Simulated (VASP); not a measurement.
Set up this calculation in VASP 6.6.1, as the native input.

* Task: single point
* Functional: PBEsol
* Potentials or basis: VASP PAW PBE potentials, release 64 (Cu, N)
* Cutoff: 600 eV
* k mesh: 5 × 5 × 5
* Occupations: fermi-dirac, width 0.05 eV
* Spin: no spin polarisation
* Dipole correction: no
* Further INCAR settings: ALGO = Normal; EDIFF = 1e-06; NBANDS = 27

The structure of Cu3N lies in POSCAR:

```
Cu3N
1.0
    3.7814488946      0.0000000000      0.0000000000
    0.0000000000      3.7814488946      0.0000000000
    0.0000000000      0.0000000000      3.7814488946
Cu N
3 1
Direct
    0.5000000000      0.0000000000      0.0000000000
    0.0000000000      0.5000000000      0.0000000000
    0.0000000000      0.0000000000      0.5000000000
    0.0000000000      0.0000000000      0.0000000000
```

These files were run (other wordings do the same):

INCAR

```
PREC = Accurate ; ENCUT = 600
EDIFF = 1E-6 ; ISMEAR = -1
SIGMA = 0.05 ; LREAL = False
LASPH = True ; NELM = 120
ALGO = Normal ; ISIF = 2
LWAVE = False ; LCHARG = False
GGA = PS ; NBANDS = 27
GGA_COMPAT = False
```

KPOINTS

```
Automatic mesh
0
Gamma
  5 5 5
```

Potentials or basis: VASP PAW PBE potentials, release 64 (Cu, N).

Run with:

```sh
$ cat potpaw_PBE.64/Cu/POTCAR potpaw_PBE.64/N/POTCAR > POTCAR
$ mpirun -np 1 vasp_std > vasp.out
```

Results of the run:

| Quantity | Value |
| --- | --- |
| Pressure | -1.2 GPa |
| Band gap on the k mesh | 1.43 eV (least direct gap 1.75 eV) |

Caveat: the PAW data sets were made with another functional, which shifts forces and pressure a little; an odd mesh through Γ misses points on the zone boundary, where band edges can lie.

Run time: 29 s on 1 thread of Intel Xeon 8259CL (shared host), peak memory 0.17 GiB.
